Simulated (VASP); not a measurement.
Ge: single point with r2SCAN

Ge:

```xyz
4
Lattice="3.9976 0.0000 0.0000 -1.9988 3.4620 0.0000 0.0000 0.0000 6.5994" Properties=species:S:1:pos:R:3 pbc="T T T"
Ge    1.9988    1.1540    0.4151
Ge    0.0000    2.3080    3.7148
Ge    1.9988    1.1540    2.8846
Ge    0.0000    2.3080    6.1843
```

This isn't the form of Ge at room conditions, which is diamond.

| Item | Value |
| --- | --- |
| Program | VASP 6.6.1 |
| Task | single point |
| Functional | r2SCAN |
| Potentials or basis | VASP PAW PBE potentials, release 64 (Ge_d) |
| Cutoff | 550 eV |
| k mesh | 7 × 7 × 4 |
| Occupations | fermi-dirac, width 0.1 eV |
| Spin | no spin polarisation |
| Dipole correction | no |
| Further INCAR settings | ALGO = Normal; EDIFF = 1e-06; NBANDS = 36 |

```json
{
 "Pressure": "0.1 GPa",
 "Largest force": "0.007 eV/Å",
 "Band gap on the k mesh": "0.07 eV"
}
```

Forces on the atoms (eV/Å):
```
Ge   0.000  0.000  0.007
Ge   0.000  0.000  0.007
Ge   0.000  0.000 -0.007
Ge   0.000  0.000 -0.007
```

Stress tensor (GPa, compression positive):
```
 0.11  0.00  0.00
 0.00  0.11  0.00
 0.00  0.00 -0.01
```

Levels at points of the mesh, in eV from the valence-band top:
```tsv
k point	band 26	band 27	band 28	band 29	band 30	band 31
(0.00, 0.00, 0.00)	-0.29	0.00	0.00	0.07	0.24	2.30
(0.00, 0.00, 0.50)	-1.02	-1.02	-1.02	0.85	0.85	3.46
```

Run time: 6.6 min on 1 thread of Intel Xeon 8259CL, with other jobs on the host, peak memory 0.25 GiB.

Caveat: the PAW data sets were made with another functional, which shifts forces and pressure a little. A k mesh can miss the band edges.
